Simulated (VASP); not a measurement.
Si62O (a cell with a defect): single point with PBEsol

The system is Si62O (a cell with a defect).

```xyz
63
Lattice="10.8656 0.0000 0.0000 0.0000 10.8656 0.0000 0.0000 0.0000 10.8656" Properties=species:S:1:pos:R:3 pbc="T T T"
Si   10.8641    0.0002   10.8654
Si   10.8627   10.8613    5.4519
Si    0.0002    5.4515   10.8582
Si   10.8403    5.4287    5.4267
Si    5.4490   10.8654   10.8597
Si    5.4274   10.8408    5.4269
Si    5.4275    5.4294   10.8364
Si    1.3546    1.3552    1.3521
Si    1.3625    1.3647    6.8194
Si    1.3616    6.8209    1.3641
Si    1.3425    6.7907    6.7905
Si    6.8197    1.3628    1.3631
Si    6.7883    1.3444    6.7899
Si    6.7868    6.7889    1.3441
Si    2.7013    2.7021   10.8247
Si    2.6968    2.6993    5.3860
Si    2.7722    8.1175   10.8210
Si    2.7756    8.0940    5.4608
Si    8.1158    2.7745   10.8191
Si    8.0973    2.7731    5.4612
Si    8.1685    8.1705    0.0176
Si    8.0263    8.0258    5.7070
Si    4.0572    4.0596    1.3112
Si    4.0949    4.1013    6.6230
Si    4.0812    9.4705    1.3669
Si    4.1942    9.4074    6.8189
Si    9.4721    4.0821    1.3634
Si    9.4063    4.1959    6.8183
Si    9.5142    9.5153    1.3969
Si    9.4999    9.5015    6.8070
Si    2.7004   10.8272    2.6990
Si    2.7719   10.8238    8.1178
Si    2.6956    5.3834    2.6981
Si    2.7857    5.4565    8.0794
Si    8.1158   10.8183    2.7748
Si    8.1701    0.0181    8.1714
Si    8.0926    5.4598    2.7763
Si    8.0324    5.7030    8.0279
Si    4.0548    1.3135    4.0573
Si    4.0825    1.3747    9.4642
Si    4.0746    6.6532    4.0883
Si    4.1939    6.8195    9.4004
Si    9.4728    1.3648    4.0789
Si    9.5155    1.3982    9.5153
Si    9.4010    6.8187    4.1978
Si    9.5015    6.8082    9.5022
Si   10.8255    2.7008    2.6982
Si   10.8221    2.7742    8.1183
Si   10.8185    8.1179    2.7747
Si    0.0163    8.1724    8.1718
Si    5.3811    2.6969    2.6965
Si    5.4525    2.7886    8.0763
Si    5.4552    8.0862    2.7820
Si    5.7006    8.0339    8.0295
Si    1.3111    4.0555    4.0562
Si    1.3745    4.0840    9.4643
Si    1.3678    9.4712    4.0798
Si    1.3970    9.5170    9.5157
Si    6.6691    4.0689    4.0758
Si    6.8158    4.1956    9.3983
Si    6.8161    9.3996    4.1978
Si    6.8065    9.5032    9.5023
O     7.1121    7.1076    7.1081
```

- Program: VASP 6.6.1
- Task: single point
- Functional: PBEsol
- Potentials or basis: VASP PAW PBE potentials, release 64 (Si, O)
- Cutoff: 520 eV
- k mesh: 1 × 1 × 1, shifted
- Occupations: fermi-dirac, width 0.05 eV
- Spin: no spin polarisation
- Dipole correction: no
- Further INCAR settings: LREAL = Auto; ALGO = Normal; EDIFF = 1e-06; NBANDS = 164; ISYM = 0

```json
{"Pressure": "-1.7 GPa", "Largest force": "0.349 eV/Å", "Band gap on the k mesh": "0.23 eV"}
```

Forces on the atoms (eV/Å):
```
Si   0.039  0.042  0.038
Si   0.008  0.005 -0.286
Si   0.005 -0.276  0.003
Si   0.084  0.059  0.058
Si  -0.272  0.005  0.001
Si   0.061  0.082  0.055
Si   0.058  0.052  0.078
Si  -0.005 -0.004 -0.002
Si  -0.074 -0.076 -0.259
Si  -0.069 -0.269 -0.071
Si   0.040  0.026  0.027
Si  -0.267 -0.069 -0.070
Si   0.028  0.038  0.027
Si   0.029  0.027  0.040
Si  -0.014 -0.015 -0.004
Si  -0.008 -0.009  0.092
Si   0.045  0.208  0.043
Si  -0.063 -0.043 -0.268
Si   0.201  0.042  0.044
Si  -0.046 -0.062 -0.269
Si  -0.041 -0.042  0.040
Si   0.144  0.148  0.145
Si  -0.046 -0.045 -0.026
Si   0.201  0.201  0.033
Si   0.263  0.002  0.035
Si  -0.126  0.010 -0.325
Si   0.002  0.259  0.034
Si   0.013 -0.123 -0.321
Si  -0.015 -0.013 -0.034
Si  -0.036 -0.037  0.197
Si  -0.017 -0.005 -0.018
Si   0.048  0.050  0.212
Si  -0.014  0.120 -0.017
Si  -0.066 -0.253 -0.036
Si   0.201  0.050  0.040
Si  -0.042  0.039 -0.046
Si  -0.042 -0.272 -0.064
Si   0.122  0.150  0.144
Si  -0.048 -0.029 -0.044
Si   0.260  0.022  0.009
Si   0.204  0.010  0.202
Si  -0.124 -0.323  0.013
Si   0.004  0.029  0.262
Si  -0.016 -0.034 -0.011
Si   0.021 -0.319 -0.126
Si  -0.035  0.196 -0.036
Si  -0.004 -0.019 -0.019
Si   0.051  0.048  0.210
Si   0.052  0.205  0.042
Si   0.036 -0.043 -0.045
Si   0.128 -0.017 -0.018
Si  -0.251 -0.065 -0.030
Si  -0.268 -0.034 -0.064
Si   0.161  0.118  0.137
Si  -0.030 -0.048 -0.046
Si   0.016  0.256  0.013
Si   0.024  0.009  0.262
Si  -0.035 -0.014 -0.010
Si  -0.003  0.204  0.199
Si  -0.315 -0.119  0.013
Si  -0.317  0.018 -0.124
Si   0.199 -0.036 -0.037
O   -0.038 -0.019 -0.024
```

Stress tensor (GPa, compression positive):
```
-1.69  0.70  0.72
 0.70 -1.72  0.73
 0.72  0.73 -1.74
```

Levels at points of the mesh, in eV from the valence-band top:
```csv
k point,band 123,band 124,band 125,band 126,band 127,band 128,band 129,band 130,band 131,band 132
"(0.25, 0.25, 0.25)",-1.05,-0.75,-0.59,-0.59,0.00,0.56,0.57,0.72,0.73,0.94
```

It took 68 min on 1 thread of Intel Xeon 8259CL, on a shared host, peak memory 1.4 GiB.

Caveat: semilocal functionals underestimate gaps, and a narrow one can read as zero; the PAW data sets were made with another functional, which shifts forces and pressure a little.
